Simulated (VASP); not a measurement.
# B4N3 (Fmmm) in VASP: single point with PBE

Aim: the single point of B4N3 with PBE.

All numbers are computed with VASP 6.6.1; they aren't measurements. Logs are shortened: lines on timing, memory, paths and dates and some standing lists are left out, and cuts for length are marked.

## (1) The cell of the first run

It takes space group Fmmm (No. 69, orthorhombic). Conventional cell: a = 4.358 Å, b = 4.677 Å, c = 14.447 Å, α = 90.00°, β = 90.00°, γ = 90.00°. B (site symmetry 2/m) has 4 N at 1.60 Å and 2 B at 2.18 Å within 2.2 Å. B (site symmetry 2mm) has 1 N at 1.37 Å and 1 B at 1.62 Å within 1.8 Å. Within 2.2 Å of N (site symmetry 2/m) lie 4 B at 1.60 Å and 2 N at 2.18 Å. Within 1.8 Å of N (site symmetry mmm) lie 2 B at 1.37 Å.

The cell was generated, and may not be a known phase.

## (2) Single point, PBE

Input file INCAR:

```
PREC = Accurate
ENCUT = 600
EDIFF = 1E-6
ISMEAR = 0
SIGMA = 0.2
LREAL = F
LASPH = T
NELM = 120
ALGO = Normal
ISIF = 2
LWAVE = F
LCHARG = F
GGA = PE
NBANDS = 22
GGA_COMPAT = F
```

Input file KPOINTS:

```
Automatic mesh
0
Gamma
  5 5 5
```

Input file POSCAR:

```
B4N3
1.0
    0.0000000000      2.1787895250      7.2234133110
    2.3386409885      0.0000000000      7.2234133110
    2.3386409885      2.1787895250      0.0000000000
B N
4 3
Direct
    0.7500037223      0.2499962777      0.2499962777
    0.2499962777      0.7500037223      0.7500037223
    0.0643676865      0.4356323135      0.0643676865
    0.4356323135      0.0643676865      0.4356323135
    0.7499997056      0.2500002944      0.7499997056
    0.2500002944      0.7499997056      0.2500002944
    0.7500000000      0.7500000000      0.7500000000
```

Potentials or basis: VASP PAW PBE potentials, release 64 (B, N).

Started as:

```console
$ cat potpaw_PBE.64/B/POTCAR potpaw_PBE.64/N/POTCAR > POTCAR
$ mpirun -np 1 vasp_std > vasp.out
```

OUTCAR:

```text
PREC = Accurate
   ENCUT = 600
   EDIFF = 1E-6
   ISMEAR = 0
   LREAL = F
   LASPH = T
   NELM = 120
   ISIF = 2
   GGA = PE

 ion  position               nearest neighbor table
   1  0.750  0.250  0.250-   5 1.60   6 1.60   5 1.60   6 1.60
   2  0.250  0.750  0.750-   5 1.60   6 1.60   5 1.60   6 1.60
   3  0.064  0.436  0.064-   7 1.37   4 1.62
   4  0.436  0.064  0.436-   7 1.37   3 1.62
   5  0.750  0.250  0.750-   1 1.60   2 1.60   1 1.60   2 1.60
   6  0.250  0.750  0.250-   1 1.60   2 1.60   1 1.60   2 1.60
   7  0.750  0.750  0.750-   3 1.37   4 1.37

  LATTYP: Found a face centered orthorhombic cell.
 ALAT       =     4.3575790500
 B/A-ratio  =     1.0733670975
 C/A-ratio  =     3.3153332289

  Lattice vectors:

 A1 = (   2.3386409885,   0.0000000000,  -7.2234133110)
 A2 = (   0.0000000000,   2.1787895250,  -7.2234133110)
 A3 = (   2.3386409885,   2.1787895250,   0.0000000000)

Analysis of symmetry for initial positions (statically):
=====================================================================
 Subroutine PRICEL returns:
 Original cell was already a primitive cell.

 Routine SETGRP: Setting up the symmetry group for a
 face centered orthorhombic supercell.

 Subroutine GETGRP returns: Found  8 space group operations
 (whereof  4 operations were pure point group operations)
 out of a pool of  8 trial point group operations.

The static configuration has the point symmetry D_2 .
 The point group associated with its full space group is D_2h.

Analysis of symmetry for dynamics (positions and initial velocities):
=====================================================================
 Subroutine PRICEL returns:
 Original cell was already a primitive cell.

 Routine SETGRP: Setting up the symmetry group for a
 face centered orthorhombic supercell.

 Subroutine GETGRP returns: Found  8 space group operations
 (whereof  4 operations were pure point group operations)
 out of a pool of  8 trial point group operations.

The dynamic configuration has the point symmetry D_2 .
 The point group associated with its full space group is D_2h.

 Subroutine INISYM returns: Found  8 space group operations
 (whereof  4 operations are pure point group operations),
 and found     1 'primitive' translations

----------------------------------------------------------------------------------------

                                     Primitive cell

  volume of cell :      73.6125

  direct lattice vectors                    reciprocal lattice vectors
     0.000000000  2.178789525  7.223413311    -0.213799383  0.229485223  0.069219354
     2.338640988  0.000000000  7.223413311     0.213799383 -0.229485223  0.069219354
     2.338640988  2.178789525  0.000000000     0.213799383  0.229485223 -0.069219354

  length of vectors
     7.544854118  7.592558300  3.196304971     0.321193030  0.321193030  0.321193030

  position of ions in fractional coordinates (direct lattice)
     0.750003722  0.249996278  0.249996278
     0.249996278  0.750003722  0.750003722
     0.064367686  0.435632314  0.064367686
     0.435632314  0.064367686  0.435632314
     0.749999706  0.250000294  0.749999706
     0.250000294  0.749999706  0.250000294
     0.750000000  0.750000000  0.750000000

  ion indices of the primitive-cell ions
   primitive index   ion index
                 1           1
                 2           2
                 3           3
                 4           4
                 5           5
                 6           6
                 7           7

----------------------------------------------------------------------------------------

 KPOINTS: Automatic mesh

Automatic generation of k-mesh.
 Grid dimensions read from file:
 generate k-points for:    5    5    5

 Generating k-lattice:

  Cartesian coordinates                     Fractional coordinates (reciprocal lattice)
    -0.042759877  0.045897045  0.013843871     0.200000000  0.000000000  0.000000000
     0.042759877 -0.045897045  0.013843871     0.000000000  0.200000000  0.000000000
     0.042759877  0.045897045 -0.013843871    -0.000000000 -0.000000000  0.200000000

  Length of vectors
     0.064238606  0.064238606  0.064238606

  Shift w.r.t. Gamma in fractional coordinates (k-lattice)
     0.000000000  0.000000000  0.000000000

 Subroutine IBZKPT returns following result:
 ===========================================

 Found     27 irreducible k-points:

 Following reciprocal coordinates:
            Coordinates               Weight
  0.000000  0.000000  0.000000      1.000000
  0.200000  0.000000  0.000000      8.000000
  0.400000 -0.000000  0.000000      8.000000
  0.200000  0.200000  0.000000      2.000000
  0.400000  0.200000  0.000000      8.000000
 -0.400000  0.200000  0.000000      8.000000
[... 16 lines left out ...]
 -0.400000  0.000000  0.400000      4.000000
 -0.400000  0.200000  0.400000      4.000000
 [... further k-points ...]
   k-points           NKPTS =     27   k-points in BZ     NKDIM =     27   number of bands    NBANDS=     22
   number of dos      NEDOS =    301   number of ions     NIONS =      7
   total plane-waves  NPLWV = 107520
   dimension x,y,z NGX =    60 NGY =   64 NGZ =   28
   dimension x,y,z NGXF=   120 NGYF=  128 NGZF=   56
   ions per type =               4   3
   NGX,Y,Z   is equivalent  to a cutoff of  13.22, 14.01, 14.56 a.u.
   NGXF,Y,Z  is equivalent  to a cutoff of  26.44, 28.03, 29.13 a.u.
 SYSTEM =  unknown system
   PREC   = accura    normal or accurate (medium, high low for compatibility)
   ISTART =      0    job   : 0-new  1-cont  2-samecut
   ICHARG =      2    charge: 1-file 2-atom 10-const
   ISPIN  =      1    spin polarized calculation?
   LNONCOLLINEAR =      F non collinear calculations
   LSORBIT =      F    spin-orbit coupling
   LASPH  =      T    aspherical Exc in radial PAW
   ENCUT  =  600.0 eV  44.10 Ry    6.64 a.u.  15.07 15.16  6.38*2*pi/ulx,y,z
   NELM   =    120;   NELMIN=  2; NELMDL= -5     # of ELM steps
   EDIFF  = 0.1E-05   stopping-criterion for ELM
   LREAL  =      F    real-space projection
   EDIFFG = 0.1E-04   stopping-criterion for IOM
   NSW    =      0    number of steps for IOM
   IBRION =     -1    ionic relax: 0-MD 1-quasi-New 2-CG
   NFREE  =      0    steps in history (QN), initial steepest desc. (CG)
   ISIF   =      2    stress and relaxation
   ISYM   =      2    0-nonsym 1-usesym 2-fastsym
   POTIM  = 0.5000    time-step for ionic-motion
   TEBEG  =    0.0;   TEEND  =   0.0 temperature during run
   PSTRESS=    0.0 pullay stress
   NELECT =      27.0000    total number of electrons
   NUPDOWN=      -1.0000    fix difference up-down
   EMIN   =  10.00;   EMAX   =-10.00  energy-range for DOS
   EFERMI =   0.00;   METHOD = LEGACY
   ISMEAR =     0;   SIGMA  =   0.20  broadening in eV -4-tet -1-fermi 0-gaus
   EFERMI_NEDOS =   21; number of points for ismear=-14 and -15
   IALGO  =     38    algorithm
   IMIX   =      4    mixing-type and parameters
     AMIX     =   0.40;   BMIX     =  1.00
     AMIX_MAG =   1.60;   BMIX_MAG =  1.00
  volume/ion in A,a.u.               =      10.52        70.97
  Fermi-wavevector in a.u.,A,eV,Ry     =   1.171869  2.214511 18.684560  1.373276
  Thomas-Fermi vector in A             =   2.308306
   LORBIT       =      0    0 simple, 1 ext, 2 COOP (PROOUT), +10 PAW based schemes
   GGA     = PE    functional components
   LHFCALC =     F    Hartree Fock is set to
   AEXX    =    0.0000 exact exchange contribution
   IVDW    =     0    specifies the selected vdW correction
   LEPSILON=     F    determine dielectric tensor
   LRPA    =     F    only Hartree local field effects (RPA)
 non-spin polarized calculation
 Gauss-broadening in eV      SIGMA  =   0.20
  energy-cutoff  :      600.00
  volume of cell :       73.61
 maximum number of plane-waves:      2485
   NGX = 31   NGY = 31   NGZ = 13

 number of electron      27.0000000 magnetization

 Free energy of the ion-electron system (eV)
  ---------------------------------------------------
  ext. energy  EPLUGINS =         0.00000000
  ---------------------------------------------------
  free energy    TOTEN  =       -47.39876632 eV

  energy without entropy =      -47.37672494  energy(sigma->0) =      -47.38774563

 E-fermi :   3.4276     XC(G=0):  -9.4949

 val. band max:        3.4247622163   @ k =  -0.4000   0.2000   0.4000
 cond. band min:       3.5179472696   @ k =   0.4000   0.2000   0.2000
 fundamental gap:      0.0931850533
 Fermi energy:         3.4276300900

 k-point     1 :       0.0000    0.0000    0.0000
  band No.  band energies     occupation
      1     -17.1715      2.00000
      2     -14.6385      2.00000
      3      -8.9584      2.00000
      4      -7.3134      2.00000
      5      -7.3039      2.00000
      6      -5.6196      2.00000
[... 14 lines left out ...]
     21      11.3290      0.00000
     22      11.7704      0.00000

 k-point     2 :       0.2000    0.0000    0.0000
  band No.  band energies     occupation
      1     -16.7808      2.00000
      2     -14.4480      2.00000
      3     -11.2229      2.00000
      4      -6.8544      2.00000
      5      -6.2495      2.00000
      6      -5.1218      2.00000
[... 14 lines left out ...]
     21      10.8670      0.00000
     22      11.2056      0.00000

 k-point     3 :       0.4000   -0.0000    0.0000
  band No.  band energies     occupation
      1     -15.6194      2.00000
      2     -14.0919      2.00000
      3     -13.7266      2.00000
      4      -7.2894      2.00000
      5      -5.5522      2.00000
      6      -3.7966      2.00000
[... 14 lines left out ...]
     21      10.9370      0.00000
     22      11.3422      0.00000

 k-point     4 :       0.2000    0.2000    0.0000
  band No.  band energies     occupation
      1     -17.1711      2.00000
      2     -14.6398      2.00000
      3      -8.9585      2.00000
      4      -7.3135      2.00000
      5      -7.3040      2.00000
      6      -5.6196      2.00000
[... 14 lines left out ...]
     21      10.7189      0.00000
     22      12.0999      0.00000

 k-point     5 :       0.4000    0.2000    0.0000
  band No.  band energies     occupation
      1     -16.7802      2.00000
      2     -14.4497      2.00000
      3     -11.2229      2.00000
      4      -6.8545      2.00000
      5      -6.2530      2.00000
      6      -5.1213      2.00000
[... 14 lines left out ...]
     21      10.6489      0.00000
     22      11.2086      0.00000

 k-point     6 :      -0.4000    0.2000    0.0000
  band No.  band energies     occupation
      1     -15.6187      2.00000
      2     -14.0940      2.00000
      3     -13.7256      2.00000
      4      -7.2906      2.00000
      5      -5.5521      2.00000
      6      -3.8032      2.00000
[... 14 lines left out ...]
     21      10.8292      0.00000
     22      11.6788      0.00000

 k-point     7 :      -0.2000    0.2000   -0.0000
  band No.  band energies     occupation
      1     -15.6197      2.00000
      2     -14.0906      2.00000
      3     -13.7272      2.00000
      4      -7.2887      2.00000
      5      -5.5523      2.00000
      6      -3.7923      2.00000
[... 324 lines left out ...]
      6      -4.9189      2.00000
[... 14 lines left out ...]
     21       9.6140      0.00000
     22      11.5985      0.00000

 k-point    21 :       0.4000   -0.2000    0.2000
  band No.  band energies     occupation
      1     -15.4567      2.00000
      2     -13.9211      2.00000
      3     -13.3626      2.00000
      4      -7.1303      2.00000
      5      -6.9896      2.00000
      6      -6.2566      2.00000
[... 14 lines left out ...]
     21      10.7686      0.00000
     22      11.6614      0.00000

 k-point    22 :       0.4000    0.0000    0.4000
  band No.  band energies     occupation
      1     -14.1560      2.00000
      2     -14.0460      2.00000
      3     -13.6015      2.00000
      4      -8.9823      2.00000
      5      -7.3847      2.00000
      6      -7.1954      2.00000
[... 14 lines left out ...]
     21      10.7484      0.00000
     22      11.0484      0.00000

 k-point    23 :      -0.4000    0.0000    0.4000
  band No.  band energies     occupation
      1     -14.7756      2.00000
      2     -13.6044      2.00000
      3     -13.2633      2.00000
      4      -8.3561      2.00000
      5      -8.2979      2.00000
      6      -7.1195      2.00000
[... 14 lines left out ...]
     21      10.7272      0.00000
     22      12.5857      0.00000

 k-point    24 :      -0.4000    0.2000    0.4000
  band No.  band energies     occupation
      1     -14.1554      2.00000
      2     -14.0460      2.00000
      3     -13.6023      2.00000
      4      -8.9822      2.00000
      5      -7.3790      2.00000
      6      -7.2018      2.00000
[... 14 lines left out ...]
     21      10.9311      0.00000
     22      11.0484      0.00000

 [... further k-points ...]

------------------------ aborting loop because EDIFF is reached ----------------------------------------

  FORCE on cell =-STRESS in cart. coord.  units (eV):
  Direction    XX          YY          ZZ          XY          YZ          ZX
  --------------------------------------------------------------------------------------
  -------------------------------------------------------------------------------------
  Total        0.0152561     -0.1371078      0.1380226      0.0000000      0.0000000      0.0000000
  in kB        0.3320489     -2.9841551      3.0040661      0.0000000      0.0000000      0.0000000
  external PRESSURE =       0.1173200 kB  Pullay stress =       0.0000000 kB

 VOLUME and BASIS-vectors are now :
 -----------------------------------------------------------------------------
  energy-cutoff  :      600.00
  volume of cell :       73.61
      direct lattice vectors                 reciprocal lattice vectors
     0.000000000  2.178789525  7.223413311    -0.213799383  0.229485223  0.069219354
     2.338640988  0.000000000  7.223413311     0.213799383 -0.229485223  0.069219354
     2.338640988  2.178789525  0.000000000     0.213799383  0.229485223 -0.069219354

 POSITION                                       TOTAL-FORCE (eV/Angst)
 -----------------------------------------------------------------------------------
      1.16930      2.17879      7.22341         0.000000     -0.000000      0.000000
      3.50798      2.17879      7.22341        -0.000000     -0.000000      0.000000
      1.16932      0.28049      3.61171         0.000000      0.023742      0.000000
      1.16932      1.89830      3.61171         0.000000     -0.023742      0.000000
      2.33864      3.26818      7.22341         0.000000     -0.000000      0.000000
      2.33864      1.08940      7.22341         0.000000     -0.000000      0.000000
      3.50796      3.26818     10.83512         0.000000     -0.000000     -0.000000
 -----------------------------------------------------------------------------------
    total drift:                                0.000000      0.000000     -0.000000

  FREE ENERGIE OF THE ION-ELECTRON SYSTEM (eV)
  ---------------------------------------------------
  free  energy   TOTEN  =       -47.3987663224 eV

  energy  without entropy=      -47.3767249449  energy(sigma->0) =      -47.38774563
```

Run time: 43 s. Hardware: 1 thread of Intel Xeon 6975P-C (Granite Rapids), shared host; peak memory 0.3 GiB.

What came out:

```yaml
Free_energy: -47.3988 eV
Pressure: 0.0 GPa
Largest_force: 0.024 eV/Å
Band_gap_on_the_k_mesh: zero (an odd number of electrons rules out a gap without spin polarisation)
```

Forces in eV/Å, atoms in the order of the input:
```
B    0.000  0.000  0.000
B    0.000  0.000  0.000
B    0.000  0.024  0.000
B    0.000 -0.024  0.000
N    0.000  0.000  0.000
N    0.000  0.000  0.000
N    0.000  0.000  0.000
```

Caveat: the k points lie up to 0.40 Å⁻¹ apart, too coarse for converged energies and pressures of a metal.

The gap in the log of VASP goes by the Fermi energy; the results here count the filled bands.